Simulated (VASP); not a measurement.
Runs of VASP 6.6.1 on BaTiO3. The structure is that of space group Pm-3m (No. 221), or close to it. The cells are those of the table. 

```csv
cell,gap on the mesh (eV),pressure (GPa)
"a = 4.019, b = 4.019, c = 3.838 Å, 5 atoms",(b),10.9
"a = 4.019, b = 4.019, c = 4.200 Å, 5 atoms",1.56,-4.6
"a = 4.019, b = 4.019, c = 3.959 Å, 5 atoms",1.72,(a)
"a = 4.019, b = 4.019, c = 4.080 Å, 5 atoms",(c),-0.7
"a = 4.019, b = 4.019, c = 3.899 Å, 5 atoms",1.71,7.5
```

Alike in all rows: task single point; level PBE; potentials or basis VASP PAW PBE potentials, release 64 (Ba_sv, Ti_sv, O); no spin polarisation; k mesh 8 × 8 × 8; cutoff (eV) 520; smearing gaussian 0.05 eV.

Q: Fill in the values left out.

A: (a) 4.4; (b) 1.70; (c) 1.66.

Caveats: spin-orbit coupling is left out, which moves the levels of the heavy elements.

A k mesh can miss the band edges, and the runs leave out spin-orbit coupling on Ba.
